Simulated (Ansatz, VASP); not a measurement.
## Si3Sn in VASP and in Ansatz

```
CELL_PARAMETERS angstrom
4.03764 0.00000 0.00000
0.00000 4.03764 0.00000
0.00000 0.00000 5.74862
ATOMIC_POSITIONS crystal
Si 0.50000 0.00000 0.77460
Si 0.50000 0.50000 0.00000
Si 0.00000 0.50000 0.22540
Sn 0.00000 0.00000 0.50000
```

Alike in both runs: task single point; functional PBE0; k mesh 4 × 4 × 4; no spin polarisation.

|  | VASP | Ansatz |
| --- | --- | --- |
| version | VASP 6.6.1 | Ansatz 0.2.0 |
| potentials or method | VASP PAW PBE potentials, release 64 (Si, Sn_d) | plane waves, PAW |
| plane-wave cutoff (eV) | 520 | 420 |
| occupations | gaussian, width 0.01 eV | fixed |
| valence electrons in the cell | 26 | 26 |

```csv
,VASP,Ansatz,Ansatz less VASP
gap on the k mesh at the Fermi level (eV),1.43,1.39,-0.035
pressure (GPa),-0.6,-0.4,+0.27
"traceless stress, the component that is largest in VASP (GPa)",-0.60,-0.57,+0.028
rms of the force components (eV/Å),0.003,0.005,+0.0025
```

Atom by atom the forces differ by 0.003 eV/Å (rms over components). Ansatz's warnings: stress exchange threshold loose, stress scf threshold loose.
